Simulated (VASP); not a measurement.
# Be (Fm-3m) in VASP: single point with PBE

Aim: the single point of Be with PBE.

Everything below comes from runs of VASP 6.6.1. Logs are shortened: lines on timing, memory, paths and dates and some standing lists are left out, and cuts for length are marked.

### 1 The cell of the first run

Symmetry: Fm-3m, No. 225, cubic system. Conventional cell: a = 3.163 Å, b = 3.163 Å, c = 3.163 Å, α = 90.00°, β = 90.00°, γ = 90.00°. Within 3.0 Å of Be (site symmetry m-3m) lie 12 Be at 2.24 Å.

### 2 Single point, PBE

File INCAR:

```
ALGO = Normal ; EDIFF = 1E-6
ENCUT = 520 ; GGA = PE
ISIF = 2 ; ISMEAR = -1
LASPH = T ; LCHARG = F
LREAL = F ; LWAVE = F
NBANDS = 7 ; NELM = 60
PREC = Accurate ; SIGMA = 0.13605693000000002
```

File KPOINTS:

```
k-points
0
Gamma
  18 18 18
```

File POSCAR:

```
Be
1.0
    0.0000000000      1.5816923596      1.5816923596
    1.5816923596      0.0000000000      1.5816923596
    1.5816923596      1.5816923596      0.0000000000
Be
1
Direct
    0.0000000000      0.0000000000      0.0000000000
```

Potentials or basis: VASP PAW PBE potentials, release 64 (Be).

Run with:

```
$ cat potpaw_PBE.64/Be/POTCAR > POTCAR
$ mpirun -np 1 vasp_std > vasp.out
```

OUTCAR:

```text
EDIFF = 1E-6
   ENCUT = 520
   GGA = PE
   ISIF = 2
   ISMEAR = -1
   LASPH = T
   LREAL = F
   NELM = 60
   PREC = Accurate

 ion  position               nearest neighbor table
   1  0.000  0.000  0.000-

  LATTYP: Found a face centered cubic cell.
 ALAT       =     3.1633847192

  Lattice vectors:

 A1 = (   0.0000000000,   1.5816923596,   1.5816923596)
 A2 = (   1.5816923596,   0.0000000000,   1.5816923596)
 A3 = (   1.5816923596,   1.5816923596,   0.0000000000)

Analysis of symmetry for initial positions (statically):
=====================================================================
 Subroutine PRICEL returns:
 Original cell was already a primitive cell.

 Routine SETGRP: Setting up the symmetry group for a
 face centered cubic supercell.

 Subroutine GETGRP returns: Found 48 space group operations
 (whereof 48 operations were pure point group operations)
 out of a pool of 48 trial point group operations.

The static configuration has the point symmetry O_h .

Analysis of symmetry for dynamics (positions and initial velocities):
=====================================================================
 Subroutine PRICEL returns:
 Original cell was already a primitive cell.

 Routine SETGRP: Setting up the symmetry group for a
 face centered cubic supercell.

 Subroutine GETGRP returns: Found 48 space group operations
 (whereof 48 operations were pure point group operations)
 out of a pool of 48 trial point group operations.

The dynamic configuration has the point symmetry O_h .

 Subroutine INISYM returns: Found 48 space group operations
 (whereof 48 operations are pure point group operations),
 and found     1 'primitive' translations

----------------------------------------------------------------------------------------

                                     Primitive cell

  volume of cell :       7.9140

  direct lattice vectors                    reciprocal lattice vectors
     0.000000000  1.581692360  1.581692360    -0.316117099  0.316117099  0.316117099
     1.581692360  0.000000000  1.581692360     0.316117099 -0.316117099  0.316117099
     1.581692360  1.581692360  0.000000000     0.316117099  0.316117099 -0.316117099

  length of vectors
     2.236850786  2.236850786  2.236850786     0.547530876  0.547530876  0.547530876

  position of ions in fractional coordinates (direct lattice)
     0.000000000  0.000000000  0.000000000

  ion indices of the primitive-cell ions
   primitive index   ion index
                 1           1

[... 67 lines left out ...]
   LSORBIT =      F    spin-orbit coupling
   LASPH  =      T    aspherical Exc in radial PAW
   ENCUT  =  520.0 eV  38.22 Ry    6.18 a.u.   4.16  4.16  4.16*2*pi/ulx,y,z
   NELM   =     60;   NELMIN=  2; NELMDL= -5     # of ELM steps
   EDIFF  = 0.1E-05   stopping-criterion for ELM
   LREAL  =      F    real-space projection
   EDIFFG = 0.1E-04   stopping-criterion for IOM
   NSW    =      0    number of steps for IOM
   IBRION =     -1    ionic relax: 0-MD 1-quasi-New 2-CG
   NFREE  =      0    steps in history (QN), initial steepest desc. (CG)
   ISIF   =      2    stress and relaxation
   ISYM   =      2    0-nonsym 1-usesym 2-fastsym
   POTIM  = 0.5000    time-step for ionic-motion
   TEBEG  =    0.0;   TEEND  =   0.0 temperature during run
   PSTRESS=    0.0 pullay stress
   NELECT =       2.0000    total number of electrons
   NUPDOWN=      -1.0000    fix difference up-down
   EMIN   =  10.00;   EMAX   =-10.00  energy-range for DOS
   EFERMI =   0.00;   METHOD = LEGACY
   ISMEAR =    -1;   SIGMA  =   0.14  broadening in eV -4-tet -1-fermi 0-gaus
   EFERMI_NEDOS =   21; number of points for ismear=-14 and -15
   IALGO  =     38    algorithm
   IMIX   =      4    mixing-type and parameters
     AMIX     =   0.40;   BMIX     =  1.00
     AMIX_MAG =   1.60;   BMIX_MAG =  1.00
  volume/ion in A,a.u.               =       7.91        53.41
  Fermi-wavevector in a.u.,A,eV,Ry     =   1.035030  1.955923 14.575738  1.071286
  Thomas-Fermi vector in A             =   2.169353
   LORBIT       =      0    0 simple, 1 ext, 2 COOP (PROOUT), +10 PAW based schemes
   GGA     = PE    functional components
   LHFCALC =     F    Hartree Fock is set to
   AEXX    =    0.0000 exact exchange contribution
   IVDW    =     0    specifies the selected vdW correction
   LEPSILON=     F    determine dielectric tensor
   LRPA    =     F    only Hartree local field effects (RPA)
 non-spin polarized calculation
  energy-cutoff  :      520.00
  volume of cell :        7.91
 maximum number of plane-waves:       222
 NGX is ok and might be reduce to    18
   NGX =  9   NGY =  9   NGZ =  9

 number of electron       2.0000000 magnetization

 Free energy of the ion-electron system (eV)
  ---------------------------------------------------
  ext. energy  EPLUGINS =         0.00000000
  ---------------------------------------------------
  free energy    TOTEN  =        -3.68938410 eV

  energy without entropy =       -3.68210941  energy(sigma->0) =       -3.68574675

 E-fermi :   7.4677     XC(G=0): -10.6069

 val. band max:        7.1907005918   @ k =  -0.3333   0.3889   0.0556
 cond. band min:       7.5097233922   @ k =   0.5000   0.0000   0.0000
 fundamental gap:      0.3190228004
 Fermi energy:         7.4676616532

 k-point     1 :       0.0000    0.0000    0.0000
  band No.  band energies     occupation
      1      -4.3327      2.00000
      2      26.8739      0.00000
      3      26.8739      0.00000
      4      26.8739      0.00000
      5      36.5338      0.00000
      6      36.5338      0.00000
      7      36.5338      0.00000
[... 221 lines left out ...]
 k-point    24 :      -0.2222    0.0556    0.0000
  band No.  band energies     occupation
      1      -2.3262      2.00000
      2      17.1668      0.00000
      3      23.5748      0.00000
      4      25.8554      0.00000
      5      35.2402      0.00000
      6      36.8276      0.00000
      7      37.2253      0.00000

 [... further k-points ...]
[... 5 lines left out ...]
  --------------------------------------------------------------------------------------
  -------------------------------------------------------------------------------------
  Total       -0.0084788     -0.0084788     -0.0084788      0.0000000      0.0000000      0.0000000
  in kB       -1.7165116     -1.7165116     -1.7165116      0.0000000      0.0000000      0.0000000
  external PRESSURE =      -1.7165116 kB  Pullay stress =       0.0000000 kB

 VOLUME and BASIS-vectors are now :
 -----------------------------------------------------------------------------
  energy-cutoff  :      520.00
  volume of cell :        7.91
      direct lattice vectors                 reciprocal lattice vectors
     0.000000000  1.581692360  1.581692360    -0.316117099  0.316117099  0.316117099
     1.581692360  0.000000000  1.581692360     0.316117099 -0.316117099  0.316117099
     1.581692360  1.581692360  0.000000000     0.316117099  0.316117099 -0.316117099

 POSITION                                       TOTAL-FORCE (eV/Angst)
 -----------------------------------------------------------------------------------
      0.00000      0.00000      0.00000        -0.000000     -0.000000     -0.000000
 -----------------------------------------------------------------------------------
    total drift:                               -0.000000      0.000000     -0.000000

  FREE ENERGIE OF THE ION-ELECTRON SYSTEM (eV)
  ---------------------------------------------------
  free  energy   TOTEN  =        -3.6893840971 eV

  energy  without entropy=       -3.6821094104  energy(sigma->0) =       -3.68574675
```

OSZICAR:

```text
N       E                     dE             d eps       ncg     rms          rms(c)
DAV:   1    -0.230861198317E+01   -0.23086E+01   -0.11914E+03  2954   0.240E+02
DAV:   2    -0.371732310471E+01   -0.14087E+01   -0.13256E+01  3885   0.264E+01
DAV:   3    -0.371937182969E+01   -0.20487E-02   -0.20484E-02  3150   0.929E-01
DAV:   4    -0.371937213764E+01   -0.30794E-06   -0.30769E-06  4242   0.111E-02
DAV:   5    -0.371937213826E+01   -0.62171E-09   -0.91783E-11  3136   0.255E-05    0.782E-01
DAV:   6    -0.369780674476E+01    0.21565E-01   -0.25571E-03  3213   0.484E-01    0.481E-01
DAV:   7    -0.368938523494E+01    0.84215E-02   -0.24054E-03  3115   0.491E-01    0.248E-02
DAV:   8    -0.368938394310E+01    0.12918E-05   -0.21950E-06  3318   0.958E-03    0.621E-03
DAV:   9    -0.368938409706E+01   -0.15396E-06   -0.14674E-06  3486   0.903E-03
   1 F= -.36893841E+01 E0= -.36857468E+01  d E =-.727469E-02
```

stdout:

```text
POSCAR found type information on POSCAR Be
 POSCAR found :  1 types and       1 ions
 scaLAPACK will be used
 LDA part: xc-table for (Slater+PW92), standard interpolation
 POSCAR, INCAR and KPOINTS ok, starting setup
 FFT: planning ... GRIDC
 FFT: planning ... GRID_SOFT
 FFT: planning ... GRID
 WAVECAR not read
 entering main loop
```

Run time: 14 s. Hardware: 1 thread of Intel Xeon 8259CL, shared host; peak memory 0.12 GiB.

Results:

* Free energy: -3.6894 eV
* Pressure: -0.2 GPa
* Band gap on the k mesh: zero (band 1 reaches 7.72 eV, above the bottom of band 2 at 7.19 eV)

Levels at points of the mesh, in eV from the Fermi level:
```
           k point  band 1  band 2  band 3  band 4  band 5
(0.00, 0.00, 0.00)  -11.80   19.41   19.41   19.41   29.07
(0.50, 0.00, 0.00)   -5.22    0.04   16.48   16.48   26.22
(0.50, 0.50, 0.00)   -2.61    3.87    9.54    9.54   15.18
```
